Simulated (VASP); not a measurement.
A run of VASP 6.6.1 is set up as follows.

File POSCAR:

```
Li5NbO5
1.0
    4.7699748531     -1.9934451899      0.0012130726
    4.7699748531      1.9934451899      0.0012130726
   -1.8417345666      0.0000000000      5.4197190472
Li Nb O
5 1 5
Direct
    0.7101568019      0.7101568019      0.3439959321
    0.6898203920      0.6898203920      0.8590956673
    0.0000000000      0.0000000000      0.5000000000
    0.3101796080      0.3101796080      0.1409043327
    0.2898431981      0.2898431981      0.6560040679
    0.0000000000      0.0000000000      0.0000000000
    0.8521837735      0.8521837735      0.1743958248
    0.8414281054      0.8414281054      0.6792898318
    0.5000000000      0.5000000000      0.0000000000
    0.1585718946      0.1585718946      0.3207101682
    0.1478162265      0.1478162265      0.8256041752
```

Contents of INCAR.step1:

```
PREC = Accurate
ENCUT = 520
ISMEAR = 0
SIGMA = 0.02
LREAL = F
LASPH = T
NELM = 80
NBANDS = 40
GGA = PE
ALGO = Normal
EDIFF = 1E-4
LWAVE = T
LCHARG = F
```

Contents of INCAR.step2:

```
PREC = Accurate
ENCUT = 520
EDIFF = 1E-7
ISMEAR = 0
SIGMA = 0.02
LREAL = F
LASPH = T
NELM = 80
ALGO = Normal
ISIF = 2
LWAVE = F
LCHARG = F
METAGGA = R2SCAN
LMIXTAU = T
NBANDS = 40
ISTART = 1
```

KPOINTS

```
Automatic mesh
0
Gamma
  6 6 4
```

Potentials or basis: VASP PAW PBE potentials, release 64 (Li_sv, Nb_sv, O).

Command:

```console
$ cat potpaw_PBE.64/Li_sv/POTCAR potpaw_PBE.64/Nb_sv/POTCAR potpaw_PBE.64/O/POTCAR > POTCAR
$ cp INCAR.step1 INCAR
$ mpirun -np 1 vasp_std > vasp.out
$ cp INCAR.step2 INCAR
$ mpirun -np 1 vasp_std > vasp.out
```

Problem. What does it give for the largest force?

Solution. 0.050 eV/Å.

Problem. Estimate the band gap on the k mesh.

Solution. 3.66 eV (least direct gap 3.67 eV).

Forces on the atoms (eV/Å):
```
Li  -0.047  0.000 -0.018
Li  -0.015  0.000  0.011
Li   0.000  0.000  0.000
Li   0.015  0.000 -0.011
Li   0.047  0.000  0.018
Nb   0.000  0.000  0.000
O   -0.012  0.000 -0.014
O   -0.007  0.000 -0.017
O    0.000  0.000  0.000
O    0.007  0.000  0.017
O    0.012  0.000  0.014
```

Caveat: the PAW data sets were made with another functional, which shifts forces and pressure a little. A k mesh can miss the band edges.
